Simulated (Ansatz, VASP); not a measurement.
MgS: VASP beside Ansatz

```
CELL_PARAMETERS angstrom
0.00000 2.53954 2.53954
2.53954 0.00000 2.53954
2.53954 2.53954 0.00000
ATOMIC_POSITIONS crystal
Mg 0.00000 0.00000 0.00000
S 0.50000 0.50000 0.50000
```

Change from the starting cell: strained cell.

Alike in both runs: functional LDA; k mesh 6 × 6 × 6; occupations gaussian, width 0.02 eV; no spin polarisation.

Ansatz relaxed the structure, and its values are those at the end. VASP's run is a single point on that final structure, the one shown.

|  | VASP | Ansatz |
| --- | --- | --- |
| version | VASP 6.6.1 | Ansatz 0.2.0 |
| potentials or method | VASP PAW LDA potentials, release 64 (Mg, S), cutoff 600 eV | scalar-relativistic, plane waves, PAW |
| valence electrons in the cell | 8 | 16 |

|  | VASP | Ansatz | Ansatz less VASP |
| --- | --- | --- | --- |
| gap on the k mesh at the Fermi level (eV) | 2.71 | 2.71 | -0.001 |
| least direct gap on the mesh (eV) | 4.09 | 4.07 | -0.014 |
| pressure (GPa) | 2.1 | 2.7 | +0.60 |

Ansatz warns that its potentials were made for another functional, while VASP's fit it. LDA's correlation is that of Perdew and Zunger in VASP and of Perdew and Wang (1992) in Ansatz. VASP's potentials hold 8 valence electrons a cell and Ansatz's 16, so a difference there can come from the potentials and not from the codes. Ansatz's warnings: stress scf threshold loose.
